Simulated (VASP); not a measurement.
# SbPt (P6_3/mmc) in VASP: notebook

SbPt is run at these levels: PBEsol; tasks: single point, relaxation of cell and atoms.

All numbers are computed with VASP 6.6.1; they aren't measurements. Logs are shortened: lines on timing, memory, paths and dates and some standing lists are left out, and cuts for length are marked.

**1. The cell of the first run**

Symmetry: P6_3/mmc, No. 194, hexagonal system. The conventional cell has a = 4.169 Å, b = 4.169 Å, c = 5.479 Å, α = 90.00°, β = 90.00°, γ = 120.00°. Within 3.7 Å of Sb (site symmetry -6m2) lie 6 Pt at 2.77 Å and 6 Sb at 3.65 Å. Pt (site symmetry -3m) has 2 Pt at 2.74 Å and 6 Sb at 2.77 Å within 3.6 Å.

**2. Single point, PBEsol**

INCAR

```
SYSTEM = SbPt
ALGO = Normal
EDIFF = 1E-6
ENCUT = 520
GGA = PS
ISIF = 2
ISMEAR = -1
LASPH = .True.
LCHARG = .False.
LREAL = .False.
LWAVE = .False.
NBANDS = 23
NELM = 60
PREC = Accurate
SIGMA = 0.1
```

KPOINTS

```
k-points
0
Gamma
  8 8 6
  0 0 0
```

POSCAR

```
SbPt
1.0
    4.1694279774      0.0000000000      0.0000000000
   -2.0847139887      3.6108305477      0.0000000000
    0.0000000000      0.0000000000      5.4789156753
Sb Pt
2 2
Direct
    0.3333333333      0.6666666667      0.2500000000
    0.6666666667      0.3333333333      0.7500000000
    0.0000000000      0.0000000000      0.0000000000
    0.0000000000      0.0000000000      0.5000000000
```

Potentials or basis: VASP PAW PBE potentials, release 64 (Sb, Pt).

Launch:

```sh
cat potpaw_PBE.64/Sb/POTCAR potpaw_PBE.64/Pt/POTCAR > POTCAR
mpirun -np 1 vasp_std > vasp.out
```

OUTCAR:

```text
SYSTEM = SbPt
   EDIFF = 1E-6
   ENCUT = 520
   GGA = PS
   ISIF = 2
   ISMEAR = -1
   LASPH = .True.
   LREAL = .False.
   NELM = 60
   PREC = Accurate

 ion  position               nearest neighbor table
   1  0.333  0.667  0.250-   3 2.77   4 2.77   3 2.77   4 2.77   3 2.77   4 2.77   2 3.65   2 3.65
                             2 3.65   2 3.65   2 3.65   2 3.65
   2  0.667  0.333  0.750-   3 2.77   4 2.77   3 2.77   4 2.77   3 2.77   4 2.77   1 3.65   1 3.65
                             1 3.65   1 3.65   1 3.65   1 3.65
   3  0.000  0.000  0.000-   4 2.74   4 2.74   1 2.77   2 2.77   2 2.77   1 2.77   2 2.77   1 2.77

   4  0.000  0.000  0.500-   3 2.74   3 2.74   1 2.77   2 2.77   2 2.77   1 2.77   2 2.77   1 2.77

  LATTYP: Found a hexagonal cell.
 ALAT       =     4.1694279774
 C/A-ratio  =     1.3140689095

  Lattice vectors:

 A1 = (   4.1694279774,   0.0000000000,   0.0000000000)
 A2 = (  -2.0847139887,   3.6108305477,   0.0000000000)
 A3 = (   0.0000000000,   0.0000000000,   5.4789156753)

Analysis of symmetry for initial positions (statically):
=====================================================================
 Subroutine PRICEL returns:
 Original cell was already a primitive cell.

 Routine SETGRP: Setting up the symmetry group for a
 hexagonal supercell.

 Subroutine GETGRP returns: Found 24 space group operations
 (whereof 12 operations were pure point group operations)
 out of a pool of 24 trial point group operations.

The static configuration has the point symmetry D_3d.
 The point group associated with its full space group is D_6h.

Analysis of symmetry for dynamics (positions and initial velocities):
=====================================================================
 Subroutine PRICEL returns:
 Original cell was already a primitive cell.

 Routine SETGRP: Setting up the symmetry group for a
 hexagonal supercell.

 Subroutine GETGRP returns: Found 24 space group operations
 (whereof 12 operations were pure point group operations)
 out of a pool of 24 trial point group operations.

The dynamic configuration has the point symmetry D_3d.
 The point group associated with its full space group is D_6h.

 Subroutine INISYM returns: Found 24 space group operations
 (whereof 12 operations are pure point group operations),
 and found     1 'primitive' translations

----------------------------------------------------------------------------------------

                                     Primitive cell

  volume of cell :      82.4856

  direct lattice vectors                    reciprocal lattice vectors
     4.169427977  0.000000000  0.000000000     0.239841054  0.138472297  0.000000000
    -2.084713989  3.610830548  0.000000000     0.000000000  0.276944594  0.000000000
     0.000000000  0.000000000  5.478915675     0.000000000  0.000000000  0.182517867

  length of vectors
     4.169427977  4.169427977  5.478915675     0.276944594  0.276944594  0.182517867

  position of ions in fractional coordinates (direct lattice)
     0.333333333  0.666666667  0.250000000
     0.666666667  0.333333333  0.750000000
     0.000000000  0.000000000  0.000000000
     0.000000000  0.000000000  0.500000000

  ion indices of the primitive-cell ions
   primitive index   ion index
                 1           1
                 2           2
                 3           3
                 4           4

----------------------------------------------------------------------------------------

 KPOINTS: k-points

Automatic generation of k-mesh.
 Grid dimensions read from file:
 generate k-points for:    8    8    6

 Generating k-lattice:

  Cartesian coordinates                     Fractional coordinates (reciprocal lattice)
     0.029980132  0.017309037  0.000000000     0.125000000  0.000000000  0.000000000
     0.000000000  0.034618074  0.000000000     0.000000000  0.125000000  0.000000000
     0.000000000  0.000000000  0.030419644     0.000000000  0.000000000  0.166666667

  Length of vectors
     0.034618074  0.034618074  0.030419644

  Shift w.r.t. Gamma in fractional coordinates (k-lattice)
     0.000000000  0.000000000  0.000000000

 Subroutine IBZKPT returns following result:
 ===========================================

 Found     40 irreducible k-points:

 Following reciprocal coordinates:
            Coordinates               Weight
  0.000000  0.000000  0.000000      1.000000
  0.125000  0.000000  0.000000      6.000000
  0.250000  0.000000  0.000000      6.000000
  0.375000 -0.000000  0.000000      6.000000
  0.500000  0.000000  0.000000      3.000000
  0.125000  0.125000  0.000000      6.000000
[... 16 lines left out ...]
  0.250000  0.000000  0.333333     12.000000
  0.375000 -0.000000  0.333333     12.000000
 [... further k-points ...]
   k-points           NKPTS =     40   k-points in BZ     NKDIM =     40   number of bands    NBANDS=     23
   number of dos      NEDOS =    301   number of ions     NIONS =      4
   total plane-waves  NPLWV =  43008
   dimension x,y,z NGX =    32 NGY =   32 NGZ =   42
   dimension x,y,z NGXF=    64 NGYF=   64 NGZF=   84
   ions per type =               2   2
   NGX,Y,Z   is equivalent  to a cutoff of  12.76, 12.76, 12.74 a.u.
   NGXF,Y,Z  is equivalent  to a cutoff of  25.52, 25.52, 25.49 a.u.
 SYSTEM =  SbPt
   PREC   = accura    normal or accurate (medium, high low for compatibility)
   ISTART =      0    job   : 0-new  1-cont  2-samecut
   ICHARG =      2    charge: 1-file 2-atom 10-const
   ISPIN  =      1    spin polarized calculation?
   LNONCOLLINEAR =      F non collinear calculations
   LSORBIT =      F    spin-orbit coupling
   LASPH  =      T    aspherical Exc in radial PAW
   ENCUT  =  520.0 eV  38.22 Ry    6.18 a.u.   7.75  7.75 10.19*2*pi/ulx,y,z
   NELM   =     60;   NELMIN=  2; NELMDL= -5     # of ELM steps
   EDIFF  = 0.1E-05   stopping-criterion for ELM
   LREAL  =      F    real-space projection
   EDIFFG = 0.1E-04   stopping-criterion for IOM
   NSW    =      0    number of steps for IOM
   IBRION =     -1    ionic relax: 0-MD 1-quasi-New 2-CG
   NFREE  =      0    steps in history (QN), initial steepest desc. (CG)
   ISIF   =      2    stress and relaxation
   ISYM   =      2    0-nonsym 1-usesym 2-fastsym
   POTIM  = 0.5000    time-step for ionic-motion
   TEBEG  =    0.0;   TEEND  =   0.0 temperature during run
   PSTRESS=    0.0 pullay stress
   NELECT =      30.0000    total number of electrons
   NUPDOWN=      -1.0000    fix difference up-down
   EMIN   =  10.00;   EMAX   =-10.00  energy-range for DOS
   EFERMI =   0.00;   METHOD = LEGACY
   ISMEAR =    -1;   SIGMA  =   0.10  broadening in eV -4-tet -1-fermi 0-gaus
   EFERMI_NEDOS =   21; number of points for ismear=-14 and -15
   IALGO  =     38    algorithm
   IMIX   =      4    mixing-type and parameters
     AMIX     =   0.40;   BMIX     =  1.00
     AMIX_MAG =   1.60;   BMIX_MAG =  1.00
  volume/ion in A,a.u.               =      20.62       139.16
  Fermi-wavevector in a.u.,A,eV,Ry     =   1.168573  2.208283 18.579611  1.365563
  Thomas-Fermi vector in A             =   2.305058
   LORBIT       =      0    0 simple, 1 ext, 2 COOP (PROOUT), +10 PAW based schemes
   GGA     = PS    functional components
   LHFCALC =     F    Hartree Fock is set to
   AEXX    =    0.0000 exact exchange contribution
   IVDW    =     0    specifies the selected vdW correction
   LEPSILON=     F    determine dielectric tensor
   LRPA    =     F    only Hartree local field effects (RPA)
 non-spin polarized calculation
  energy-cutoff  :      520.00
  volume of cell :       82.49
 maximum number of plane-waves:      2240
 NGX is ok and might be reduce to    32
   NGX = 15   NGY = 15   NGZ = 21

 number of electron      30.0000004 magnetization

 Free energy of the ion-electron system (eV)
  ---------------------------------------------------
  ext. energy  EPLUGINS =         0.00000000
  ---------------------------------------------------
  free energy    TOTEN  =       -24.77583922 eV

  energy without entropy =      -24.71903712  energy(sigma->0) =      -24.74743817

 E-fermi :   9.7313     XC(G=0): -11.5005

 val. band max:        9.6762394034   @ k =   0.3750   0.1250   0.0000
 cond. band min:       9.7646254785   @ k =   0.1250   0.0000   0.1667
 fundamental gap:      0.0883860750
 Fermi energy:         9.7313486149

 k-point     1 :       0.0000    0.0000    0.0000
  band No.  band energies     occupation
      1      -3.0638      2.00000
      2       0.8111      2.00000
      3       2.8558      2.00000
      4       3.8199      2.00000
      5       3.8199      2.00000
      6       3.8785      2.00000
[... 15 lines left out ...]
     22      15.0086      0.00000
     23      17.6215      0.00000

 k-point     2 :       0.1250    0.0000    0.0000
  band No.  band energies     occupation
      1      -2.8768      2.00000
      2       0.6188      2.00000
      3       3.0795      2.00000
      4       3.8298      2.00000
      5       3.8665      2.00000
      6       4.1483      2.00000
[... 15 lines left out ...]
     22      15.8225      0.00000
     23      15.9540      0.00000

 k-point     3 :       0.2500    0.0000    0.0000
  band No.  band energies     occupation
      1      -2.3371      2.00000
      2       0.2305      2.00000
      3       3.5499      2.00000
      4       3.7125      2.00000
      5       3.9410      2.00000
      6       4.6100      2.00000
[... 15 lines left out ...]
     22      15.8378      0.00000
     23      16.3610      0.00000
[... 495 lines left out ...]
 k-point    23 :       0.2500    0.0000    0.3333
  band No.  band energies     occupation
      1      -1.8325      2.00000
      2      -0.5916      2.00000
      3       3.5391      2.00000
      4       4.0454      2.00000
      5       4.3757      2.00000
      6       4.7474      2.00000
[... 15 lines left out ...]
     22      17.0101      0.00000
     23      17.7123      0.00000

 k-point    24 :       0.3750   -0.0000    0.3333
  band No.  band energies     occupation
      1      -1.1532      2.00000
      2      -0.4377      2.00000
      3       3.0578      2.00000
      4       3.5844      2.00000
      5       4.3739      2.00000
      6       4.7276      2.00000
[... 15 lines left out ...]
     22      17.6858      0.00000
     23      18.0519      0.00000

 [... further k-points ...]
[... 5 lines left out ...]
  --------------------------------------------------------------------------------------
  -------------------------------------------------------------------------------------
  Total       -0.1187957     -0.1187957     -0.1225123     -0.0000000      0.0000000     -0.0000000
  in kB       -2.3074537     -2.3074537     -2.3796437     -0.0000000      0.0000000     -0.0000000
  external PRESSURE =      -2.3315170 kB  Pullay stress =       0.0000000 kB

 VOLUME and BASIS-vectors are now :
 -----------------------------------------------------------------------------
  energy-cutoff  :      520.00
  volume of cell :       82.49
      direct lattice vectors                 reciprocal lattice vectors
     4.169427977  0.000000000  0.000000000     0.239841054  0.138472297  0.000000000
    -2.084713989  3.610830548  0.000000000     0.000000000  0.276944594  0.000000000
     0.000000000  0.000000000  5.478915675     0.000000000  0.000000000  0.182517867

 POSITION                                       TOTAL-FORCE (eV/Angst)
 -----------------------------------------------------------------------------------
     -0.00000      2.40722      1.36973         0.000000     -0.000000      0.000000
      2.08471      1.20361      4.10919        -0.000000     -0.000000      0.000000
      0.00000      0.00000      0.00000        -0.000000      0.000000      0.000000
      0.00000      0.00000      2.73946        -0.000000      0.000000      0.000000
 -----------------------------------------------------------------------------------
    total drift:                               -0.000000      0.000000      0.000000

  FREE ENERGIE OF THE ION-ELECTRON SYSTEM (eV)
  ---------------------------------------------------
  free  energy   TOTEN  =       -24.7758392244 eV

  energy  without entropy=      -24.7190371169  energy(sigma->0) =      -24.74743817
```

Run time: 43 s. Hardware: 1 thread of Intel Xeon Platinum 8488C (Sapphire Rapids), shared host; peak memory 0.24 GiB.

What came out:

| Item | Value |
| --- | --- |
| Free energy | -24.7758 eV |
| Pressure | -0.2 GPa |
| Band gap on the k mesh | zero (bands 15 and 16 overlap by 3.77 eV) |

Caveat: the PAW data sets were made with another functional, which shifts forces and pressure a little; spin-orbit coupling is left out, which moves the levels of the heavy elements.

**3. Relaxation of cell and atoms, PBEsol**

This run uses another cell than the first one, of 20.10 Å³/atom.

INCAR

```
SYSTEM = SbPt
PREC     = Accurate       ! precision mode
ENCUT    = 600            ! plane-wave cutoff, eV
EDIFF    = 1E-6           ! SCF threshold, eV
ISMEAR   = -1             ! smearing method
SIGMA    = 0.1            ! smearing width, eV
LREAL    = .FALSE.        ! projectors in reciprocal space
LASPH    = .TRUE.         ! aspherical terms in the spheres
NELM     = 80             ! most SCF steps
ALGO     = Normal         ! electronic algorithm
ISIF     = 3              ! what is computed and relaxed
LWAVE    = .FALSE.        ! write WAVECAR
LCHARG   = .FALSE.        ! write CHGCAR
GGA      = PS             ! functional
IBRION   = 2              ! ionic algorithm
NSW      = 100            ! ionic steps
EDIFFG   = -0.002         ! ionic threshold
```

KPOINTS

```
Automatic mesh
0
G
  8 8 6
  0 0 0
```

POSCAR

```
SbPt
1.0
    4.1200000000      0.0000000000      0.0000000000
   -2.0600000000      3.5680246636      0.0000000000
    0.0000000000      0.0000000000      5.4700000000
Sb Pt
2 2
Direct
    0.3333333333      0.6666666667      0.2500000000
    0.6666666667      0.3333333333      0.7500000000
    0.0000000000      0.0000000000      0.0000000000
    0.0000000000      0.0000000000      0.5000000000
```

Potentials or basis: VASP PAW PBE potentials, release 64 (Sb, Pt).

Launch:

```sh
cat potpaw_PBE.64/Sb/POTCAR potpaw_PBE.64/Pt/POTCAR > POTCAR
mpirun -np 1 vasp_std > vasp.out
```

It took 4.1 min on 1 thread of Intel Xeon Platinum 8488C (Sapphire Rapids), shared host; peak memory 0.28 GiB.

The run converged. Its results:

| Item | Value |
| --- | --- |
| Free energy | -24.7754 eV |
| Relaxed volume | 20.59 Å³/atom |
| Relaxed cell | a = 4.167 Å, b = 4.167 Å, c = 5.477 Å, α = 90.00°, β = 90.00°, γ = 120.00° |
| Space group after relaxing (to 0.1 Å) | P6_3/mmc (No. 194) |
| Energy gained by relaxing | 5.6 meV/atom |
| Ionic steps | 9 |
| Pressure after relaxing | 0.0 GPa |
| Band gap on the k mesh | zero (bands 15 and 16 overlap by 3.78 eV) |

Step by step:
| step | energy change (eV) | largest force (eV/Å) | pressure (GPa) | volume (Å³) |
| --- | --- | --- | --- | --- |
| 1 | 0.0000 | 0.0000 | 3.53 | 80.41 |
| 2 | 0.0347 | 0.0000 | -5.19 | 85.67 |
| 3 | -0.0209 | 0.0000 | -0.05 | 82.36 |
| 4 | -0.0221 | 0.0000 | -0.06 | 82.38 |
| 5 | -0.0223 | 0.0000 | -0.04 | 82.39 |
| 6 | -0.0223 | 0.0000 | -0.04 | 82.39 |
| 7 | -0.0223 | 0.0000 | -0.04 | 82.38 |
| 8 | -0.0223 | 0.0000 | 0.06 | 82.33 |
| 9 | -0.0223 | 0.0000 | 0.00 | 82.36 |

Final structure:
```cif
data_structure
_symmetry_space_group_name_H-M 'P 1'
_symmetry_Int_Tables_number 1
_cell_length_a 4.1669
_cell_length_b 4.1669
_cell_length_c 5.4774
_cell_angle_alpha 90.000
_cell_angle_beta 90.000
_cell_angle_gamma 120.000
_cell_volume 82.36
loop_
_atom_site_label
_atom_site_type_symbol
_atom_site_fract_x
_atom_site_fract_y
_atom_site_fract_z
_atom_site_occupancy
Sb1 Sb 0.33333 0.66667 0.25000 1
Sb2 Sb 0.66667 0.33333 0.75000 1
Pt1 Pt 0.00000 0.00000 0.00000 1
Pt2 Pt 0.00000 0.00000 0.50000 1
```

Levels at points of the mesh, in eV from the Fermi level:
```tsv
k point	band 13	band 14	band 15	band 16	band 17	band 18
(0.00, 0.00, 0.00)	-0.10	-0.10	0.80	2.34	2.34	3.53
(0.50, 0.00, 0.00)	-2.66	-2.23	-2.06	-0.67	1.94	4.19
(0.00, 0.00, 0.50)	-1.21	-1.21	2.32	2.32	2.32	2.32
(0.50, 0.00, 0.50)	-3.03	-3.03	0.36	0.36	1.68	1.68
```

Caveat: the PAW data sets were made with another functional, which shifts forces and pressure a little; spin-orbit coupling is left out, which moves the levels of the heavy elements. Zero-point motion and thermal expansion aren't in these numbers.
